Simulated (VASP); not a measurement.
A run of VASP 6.6.1 is set up as follows.

INCAR

```
PREC = Accurate
ENCUT = 600
EDIFF = 1E-6
ISMEAR = 0
SIGMA = 0.1
LREAL = False
LASPH = True
NELM = 100
ALGO = Fast
ISIF = 3
LWAVE = False
LCHARG = False
GGA = PS
IBRION = 2
NSW = 100
EDIFFG = -0.01
```

KPOINTS

```
Automatic mesh
0
Gamma
  24 24 24
```

POSCAR

```
Pd
1.0
    0.0000000000      1.9414643384      1.9414643384
    1.9414643384      0.0000000000      1.9414643384
    1.9414643384      1.9414643384      0.0000000000
Pd
1
Direct
    0.0000000000      0.0000000000      0.0000000000
```

Potentials or basis: VASP PAW PBE potentials, release 64 (Pd).

Command:

```bash
$ cat potpaw_PBE.64/Pd/POTCAR > POTCAR
$ mpirun -np 1 vasp_std > vasp.out
```

(1) Estimate the relaxed volume.

(2) Estimate the space group after relaxing (to 0.05 Å).

## Answers

(1) 14.53 Å³/atom.

(2) Fm-3m (No. 225).

Caveat: the PAW data sets were made with another functional, which shifts forces and pressure a little.
